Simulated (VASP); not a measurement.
A run of VASP 6.6.1:

The input INCAR:

```
PREC = Accurate
ENCUT = 520
EDIFF = 1E-6
ISMEAR = 1
SIGMA = 0.05
LREAL = F
LASPH = T
NELM = 80
ALGO = Normal
ISIF = 2
LWAVE = F
LCHARG = F
GGA = PS
NBANDS = 20
```

Contents of KPOINTS:

```
Automatic mesh
0
Gamma
  11 11 5
```

POSCAR

```
MoS2
1.0
    3.2274645600      0.0000000000      0.0000000000
   -1.6137322800      2.7950663000      0.0000000000
    0.0000000000      0.0000000000      6.3124734200
Mo S
1 2
Direct
    0.0000000000      0.0000000000      0.5000000000
    0.3333333333      0.6666666667      0.2553193200
    0.6666666667      0.3333333333      0.7446806800
```

Potentials or basis: VASP PAW PBE potentials, release 64 (Mo_sv, S).

The run is started by

```sh
$ cat potpaw_PBE.64/Mo_sv/POTCAR potpaw_PBE.64/S/POTCAR > POTCAR
$ mpirun -np 1 vasp_std > vasp.out
```

Hardware: 1 thread of Intel(R) Xeon(R) Platinum 8375C CPU @ 2.90GHz (Ice Lake) (shared host).

Question: Estimate the wall time of this run.

Answer: It took 45 s on 1 thread of Intel(R) Xeon(R) Platinum 8375C CPU @ 2.90GHz (Ice Lake) (shared host), peak memory 0.21 GiB. Counts: scf iterations 14, k points 68.
